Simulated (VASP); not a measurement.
# MnO (Fm-3m) in VASP: notebook

MnO is run at these levels: PBE, LDA; tasks: single point.

Everything below comes from runs of VASP 6.6.1. Logs are shortened: lines on timing, memory, paths and dates and some standing lists are left out, and cuts for length are marked.

## (1) The cell of the first run

It takes space group Fm-3m (No. 225, cubic). Conventional cell: a = 4.448 Å, b = 4.448 Å, c = 4.448 Å, α = 90.00°, β = 90.00°, γ = 90.00°. Mn (site symmetry m-3m) has 6 O at 2.22 Å within 2.9 Å. O (site symmetry m-3m) has 6 Mn at 2.22 Å within 2.9 Å.

## (2) Single point, PBE

Contents of INCAR:

```
  PREC = Accurate
  ENCUT = 520
  EDIFF = 1E-7
  ISMEAR = -1
  SIGMA = 0.05
  LREAL = False
  LASPH = True
  NELM = 60
  ALGO = Normal
  ISIF = 2
  LWAVE = False
  LCHARG = False
  GGA = PE
  NBANDS = 16
```

Contents of KPOINTS:

```
regular mesh
0
Gamma
  10 10 10
```

Contents of POSCAR:

```
MnO
1.0
    0.0000000000      2.2239077028      2.2239077028
    2.2239077028      0.0000000000      2.2239077028
    2.2239077028      2.2239077028      0.0000000000
Mn O
1 1
Direct
    0.0000000000      0.0000000000      0.0000000000
    0.5000000000      0.5000000000      0.5000000000
```

Potentials or basis: VASP PAW PBE potentials, release 64 (Mn_pv, O).

On the command line:

```console
$ cat potpaw_PBE.64/Mn_pv/POTCAR potpaw_PBE.64/O/POTCAR > POTCAR
$ mpirun -np 1 vasp_std > vasp.out
```

OUTCAR:

```text
PREC = Accurate
   ENCUT = 520
   EDIFF = 1E-7
   ISMEAR = -1
   LREAL = False
   LASPH = True
   NELM = 60
   ISIF = 2
   GGA = PE

 ion  position               nearest neighbor table
   1  0.000  0.000  0.000-   2 2.22   2 2.22   2 2.22   2 2.22   2 2.22   2 2.22
   2  0.500  0.500  0.500-   1 2.22   1 2.22   1 2.22   1 2.22   1 2.22   1 2.22

  LATTYP: Found a face centered cubic cell.
 ALAT       =     4.4478154056

  Lattice vectors:

 A1 = (   0.0000000000,   2.2239077028,   2.2239077028)
 A2 = (   2.2239077028,   0.0000000000,   2.2239077028)
 A3 = (   2.2239077028,   2.2239077028,   0.0000000000)

Analysis of symmetry for initial positions (statically):
=====================================================================
 Subroutine PRICEL returns:
 Original cell was already a primitive cell.

 Routine SETGRP: Setting up the symmetry group for a
 face centered cubic supercell.

 Subroutine GETGRP returns: Found 48 space group operations
 (whereof 48 operations were pure point group operations)
 out of a pool of 48 trial point group operations.

The static configuration has the point symmetry O_h .

Analysis of symmetry for dynamics (positions and initial velocities):
=====================================================================
 Subroutine PRICEL returns:
 Original cell was already a primitive cell.

 Routine SETGRP: Setting up the symmetry group for a
 face centered cubic supercell.

 Subroutine GETGRP returns: Found 48 space group operations
 (whereof 48 operations were pure point group operations)
 out of a pool of 48 trial point group operations.

The dynamic configuration has the point symmetry O_h .

 Subroutine INISYM returns: Found 48 space group operations
 (whereof 48 operations are pure point group operations),
 and found     1 'primitive' translations

----------------------------------------------------------------------------------------

                                     Primitive cell

  volume of cell :      21.9979

  direct lattice vectors                    reciprocal lattice vectors
     0.000000000  2.223907703  2.223907703    -0.224829474  0.224829474  0.224829474
     2.223907703  0.000000000  2.223907703     0.224829474 -0.224829474  0.224829474
     2.223907703  2.223907703  0.000000000     0.224829474  0.224829474 -0.224829474

  length of vectors
     3.145080435  3.145080435  3.145080435     0.389416073  0.389416073  0.389416073

  position of ions in fractional coordinates (direct lattice)
     0.000000000  0.000000000  0.000000000
     0.500000000  0.500000000  0.500000000

  ion indices of the primitive-cell ions
   primitive index   ion index
                 1           1
                 2           2

----------------------------------------------------------------------------------------

 KPOINTS: regular mesh

Automatic generation of k-mesh.
 Grid dimensions read from file:
 generate k-points for:   10   10   10

 Generating k-lattice:

  Cartesian coordinates                     Fractional coordinates (reciprocal lattice)
    -0.022482947  0.022482947  0.022482947     0.100000000  0.000000000  0.000000000
     0.022482947 -0.022482947  0.022482947     0.000000000  0.100000000  0.000000000
     0.022482947  0.022482947 -0.022482947     0.000000000  0.000000000  0.100000000

  Length of vectors
     0.038941607  0.038941607  0.038941607

  Shift w.r.t. Gamma in fractional coordinates (k-lattice)
     0.000000000  0.000000000  0.000000000

 Subroutine IBZKPT returns following result:
 ===========================================

 Found     47 irreducible k-points:

 Following reciprocal coordinates:
            Coordinates               Weight
  0.000000  0.000000  0.000000      1.000000
  0.100000  0.000000  0.000000      8.000000
  0.200000  0.000000  0.000000      8.000000
  0.300000  0.000000  0.000000      8.000000
  0.400000  0.000000  0.000000      8.000000
  0.500000  0.000000  0.000000      4.000000
[... 16 lines left out ...]
  0.300000  0.300000  0.000000      6.000000
  0.400000  0.300000  0.000000     24.000000
 [... further k-points ...]
   k-points           NKPTS =     47   k-points in BZ     NKDIM =     47   number of bands    NBANDS=     16
   number of dos      NEDOS =    301   number of ions     NIONS =      2
   total plane-waves  NPLWV =  13824
   dimension x,y,z NGX =    24 NGY =   24 NGZ =   24
   dimension x,y,z NGXF=    48 NGYF=   48 NGZF=   48
   ions per type =               1   1
   NGX,Y,Z   is equivalent  to a cutoff of  12.69, 12.69, 12.69 a.u.
   NGXF,Y,Z  is equivalent  to a cutoff of  25.37, 25.37, 25.37 a.u.
 SYSTEM =  unknown system
   PREC   = accura    normal or accurate (medium, high low for compatibility)
   ISTART =      0    job   : 0-new  1-cont  2-samecut
   ICHARG =      2    charge: 1-file 2-atom 10-const
   ISPIN  =      1    spin polarized calculation?
   LNONCOLLINEAR =      F non collinear calculations
   LSORBIT =      F    spin-orbit coupling
   LASPH  =      T    aspherical Exc in radial PAW
   ENCUT  =  520.0 eV  38.22 Ry    6.18 a.u.   5.85  5.85  5.85*2*pi/ulx,y,z
   NELM   =     60;   NELMIN=  2; NELMDL= -5     # of ELM steps
   EDIFF  = 0.1E-06   stopping-criterion for ELM
   LREAL  =      F    real-space projection
   EDIFFG = 0.1E-05   stopping-criterion for IOM
   NSW    =      0    number of steps for IOM
   IBRION =     -1    ionic relax: 0-MD 1-quasi-New 2-CG
   NFREE  =      0    steps in history (QN), initial steepest desc. (CG)
   ISIF   =      2    stress and relaxation
   ISYM   =      2    0-nonsym 1-usesym 2-fastsym
   POTIM  = 0.5000    time-step for ionic-motion
   TEBEG  =    0.0;   TEEND  =   0.0 temperature during run
   PSTRESS=    0.0 pullay stress
   NELECT =      19.0000    total number of electrons
   NUPDOWN=      -1.0000    fix difference up-down
   EMIN   =  10.00;   EMAX   =-10.00  energy-range for DOS
   EFERMI =   0.00;   METHOD = LEGACY
   ISMEAR =    -1;   SIGMA  =   0.05  broadening in eV -4-tet -1-fermi 0-gaus
   EFERMI_NEDOS =   21; number of points for ismear=-14 and -15
   IALGO  =     38    algorithm
   IMIX   =      4    mixing-type and parameters
     AMIX     =   0.40;   BMIX     =  1.00
     AMIX_MAG =   1.60;   BMIX_MAG =  1.00
  volume/ion in A,a.u.               =      11.00        74.22
  Fermi-wavevector in a.u.,A,eV,Ry     =   1.559071  2.946217 33.071721  2.430703
  Thomas-Fermi vector in A             =   2.662483
   LORBIT       =      0    0 simple, 1 ext, 2 COOP (PROOUT), +10 PAW based schemes
   GGA     = PE    functional components
[... 5 lines left out ...]
 non-spin polarized calculation
  energy-cutoff  :      520.00
  volume of cell :       22.00
 maximum number of plane-waves:       609
   NGX = 11   NGY = 11   NGZ = 11

 number of electron      18.9999991 magnetization

 Free energy of the ion-electron system (eV)
  ---------------------------------------------------
  ext. energy  EPLUGINS =         0.00000000
  ---------------------------------------------------
  free energy    TOTEN  =       -14.26159343 eV

  energy without entropy =      -14.19572477  energy(sigma->0) =      -14.22865910

 E-fermi :   7.0014     XC(G=0): -12.0024

 val. band max:        6.9991779320   @ k =   0.4000   0.3000   0.1000
 cond. band min:       7.0074542038   @ k =   0.3000   0.2000   0.0000
 fundamental gap:      0.0082762718
 Fermi energy:         7.0014043721

 k-point     1 :       0.0000    0.0000    0.0000
  band No.  band energies     occupation
      1     -41.0978      2.00000
      2     -41.0977      2.00000
      3     -41.0977      2.00000
      4     -13.1554      2.00000
      5       3.2716      2.00000
      6       3.2716      2.00000
[... 8 lines left out ...]
     15      24.3635      0.00000
     16      24.3635      0.00000

 k-point     2 :       0.1000    0.0000    0.0000
  band No.  band energies     occupation
      1     -41.1043      2.00000
      2     -41.0985      2.00000
      3     -41.0985      2.00000
      4     -13.0765      2.00000
      5       2.6603      2.00000
      6       3.0221      2.00000
[... 8 lines left out ...]
     15      24.0295      0.00000
     16      24.0295      0.00000

 k-point     3 :       0.2000    0.0000    0.0000
  band No.  band energies     occupation
      1     -41.1215      2.00000
      2     -41.1007      2.00000
      3     -41.1007      2.00000
      4     -12.8647      2.00000
      5       1.4911      2.00000
      6       2.5105      2.00000
[... 8 lines left out ...]
     15      22.8517      0.00000
     16      22.8517      0.00000

 k-point     4 :       0.3000    0.0000    0.0000
  band No.  band energies     occupation
      1     -41.1427      2.00000
      2     -41.1034      2.00000
      3     -41.1034      2.00000
      4     -12.5873      2.00000
      5       0.3825      2.00000
      6       2.0243      2.00000
[... 8 lines left out ...]
     15      21.4068      0.00000
     16      21.4068      0.00000
[... 324 lines left out ...]
 k-point    22 :      -0.2000    0.2000    0.0000
  band No.  band energies     occupation
      1     -41.1392      2.00000
      2     -41.1163      2.00000
      3     -41.1029      2.00000
      4     -12.5278      2.00000
      5       0.4338      2.00000
      6       1.8669      2.00000
[... 8 lines left out ...]
     15      18.6353      0.00000
     16      22.0757      0.00000

 k-point    23 :       0.3000    0.3000    0.0000
  band No.  band energies     occupation
      1     -41.1387      2.00000
      2     -41.1140      2.00000
      3     -41.1140      2.00000
      4     -12.5273      2.00000
      5       0.4390      2.00000
      6       2.4897      2.00000
[... 8 lines left out ...]
     15      19.1379      0.00000
     16      21.6172      0.00000

 k-point    24 :       0.4000    0.3000    0.0000
  band No.  band energies     occupation
      1     -41.1476      2.00000
      2     -41.1188      2.00000
      3     -41.1168      2.00000
      4     -12.3968      2.00000
      5       0.3108      2.00000
      6       2.1226      2.00000
[... 8 lines left out ...]
     15      18.3512      0.00000
     16      21.3967      0.00000

 [... further k-points ...]

------------------------ aborting loop because EDIFF is reached ----------------------------------------

  FORCE on cell =-STRESS in cart. coord.  units (eV):
  Direction    XX          YY          ZZ          XY          YZ          ZX
  --------------------------------------------------------------------------------------
  -------------------------------------------------------------------------------------
  Total       -4.6327745     -4.6327745     -4.6327745      0.0000000      0.0000000     -0.0000000
  in kB     -337.4205050   -337.4205050   -337.4205050      0.0000000      0.0000000     -0.0000000
  external PRESSURE =    -337.4205050 kB  Pullay stress =       0.0000000 kB

 VOLUME and BASIS-vectors are now :
 -----------------------------------------------------------------------------
  energy-cutoff  :      520.00
  volume of cell :       22.00
      direct lattice vectors                 reciprocal lattice vectors
     0.000000000  2.223907703  2.223907703    -0.224829474  0.224829474  0.224829474
     2.223907703  0.000000000  2.223907703     0.224829474 -0.224829474  0.224829474
     2.223907703  2.223907703  0.000000000     0.224829474  0.224829474 -0.224829474

 POSITION                                       TOTAL-FORCE (eV/Angst)
 -----------------------------------------------------------------------------------
      0.00000      0.00000      0.00000        -0.000000      0.000000      0.000000
      2.22391      2.22391      2.22391         0.000000      0.000000     -0.000000
 -----------------------------------------------------------------------------------
    total drift:                                0.000000     -0.000000     -0.000000

  FREE ENERGIE OF THE ION-ELECTRON SYSTEM (eV)
  ---------------------------------------------------
  free  energy   TOTEN  =       -14.2615934273 eV

  energy  without entropy=      -14.1957247720  energy(sigma->0) =      -14.22865910
```

Run time: 19 s. Hardware: 1 thread of Intel Xeon Platinum 8259CL at 2.50GHz (Skylake/Cascade Lake), shared host; peak memory 0.14 GiB.

What came out:

| Quantity | Value |
| --- | --- |
| Free energy | -14.2616 eV |
| Pressure | -33.7 GPa |

Caveat: an odd number of electrons without spin polarisation forces a metal; a magnetic or distorted state may lie lower; the run has no spin polarisation, though such a crystal can be magnetic; semilocal functionals often make such compounds metallic where correlation or magnetic order opens a gap, which also shifts bond lengths.

## (3) Single point, PBE, collinear spin, ferromagnetic start

Contents of INCAR:

```
  PREC = Accurate
  ENCUT = 520
  EDIFF = 1E-6
  ISMEAR = -1
  SIGMA = 0.05
  LREAL = False
  LASPH = True
  NELM = 150
  ALGO = Normal
  ISIF = 2
  LWAVE = False
  LCHARG = False
  ISPIN = 2
  MAGMOM = -4.2 0
  LORBIT = 11
  LMAXMIX = 4
  GGA = PE
  NBANDS = 20
```

Contents of KPOINTS:

```
Automatic mesh
0
Gamma
  10 10 10
```

POSCAR is that of step 2.

Potentials or basis: VASP PAW PBE potentials, release 64 (Mn_pv, O).

On the command line:

```console
$ cat potpaw_PBE.64/Mn_pv/POTCAR potpaw_PBE.64/O/POTCAR > POTCAR
$ mpirun -np 1 vasp_std > vasp.out
```

Run time: 46 s. Hardware: 1 thread of Intel Xeon Platinum 8259CL at 2.50GHz (Skylake/Cascade Lake), shared host; peak memory 0.16 GiB.

It converged, with:

- Free energy: -16.4062 eV
- Pressure: 0.2 GPa
- Net moment: -4.79 μB per cell
- Site moments: Mn -4.35; O -0.20 μB
- Valence electrons inside the program's atomic spheres: Mn 11.35; O 4.98

Levels at points of the mesh, in eV from the Fermi level:
Spin up:
```
           k point  band 3  band 4  band 5  band 6  band 7  band 8  band 9  band 10  band 11  band 12
(0.00, 0.00, 0.00)  -45.69  -19.81   -3.34   -3.34   -3.34    0.76    0.76     0.76     0.80     1.38
(0.50, 0.00, 0.00)  -45.70  -18.85   -7.35   -4.83   -4.83    1.94    1.98     1.98     3.65     3.65
(0.50, 0.50, 0.00)  -45.72  -18.88   -6.40   -4.32   -4.32   -0.81    1.97     2.17     2.42     2.42
```
Spin down:
```
           k point  band 8  band 9  band 10  band 11  band 12  band 13  band 14  band 15  band 16  band 17
(0.00, 0.00, 0.00)   -3.22   -3.22    -3.22    -2.69    -2.69    -0.53    13.96    16.32    16.32    16.32
(0.50, 0.00, 0.00)   -2.33   -2.33    -1.89     0.20     0.20     3.47     7.72    11.87    11.87    18.45
(0.50, 0.50, 0.00)   -4.21   -2.27    -2.05    -2.05    -1.92     5.01     7.81    10.40    13.64    13.64
```

Caveat: a cell with one magnetic atom can't hold antiferromagnetic order, which such compounds often take; semilocal functionals often make such compounds metallic where correlation or magnetic order opens a gap, which also shifts bond lengths.

(Part 1 of 2 ends here.)
